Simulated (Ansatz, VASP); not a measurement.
Two plane-wave programs on Fe3Ge

```xyz
4
Lattice="0.0000 2.8756 2.8756 2.8756 0.0000 2.8756 2.8756 2.8756 0.0000" Properties=species:S:1:pos:R:3 pbc="T T T"
Fe    2.8756    2.8756    2.8756
Fe    1.4378    1.4378    1.4378
Fe    4.3134    4.3134    4.3134
Ge    0.0000    0.0000    0.0000
```

Alike in both runs: task single point; functional PBEsol; k mesh 7 × 7 × 7; occupations methfessel-paxton of order 1, width 0.5 eV; collinear spin.

|  | VASP | Ansatz |
| --- | --- | --- |
| version | VASP 6.6.1 | Ansatz 0.2.0 |
| potentials or method | VASP PAW PBE potentials, release 64 (Fe, Ge_d), cutoff 520 eV | plane waves, PAW |
| valence electrons in the cell | 38 | 62 |

```tsv
	VASP	Ansatz	Ansatz less VASP
net moment per atom (μB)	1.45	1.45	-0.005
size of the moment on the site where the two differ most (μB)	0.08	0.05	-0.024
```

VASP's potentials were made for PBE, not for PBEsol. Site moments also hang on the region over which each program counts them. The functional is the same, so the differences come from potentials, cutoffs and numerics. VASP's potentials hold 38 valence electrons a cell and Ansatz's 62, so a difference there can come from the potentials and not from the codes. Ansatz's warnings: stability check not made.
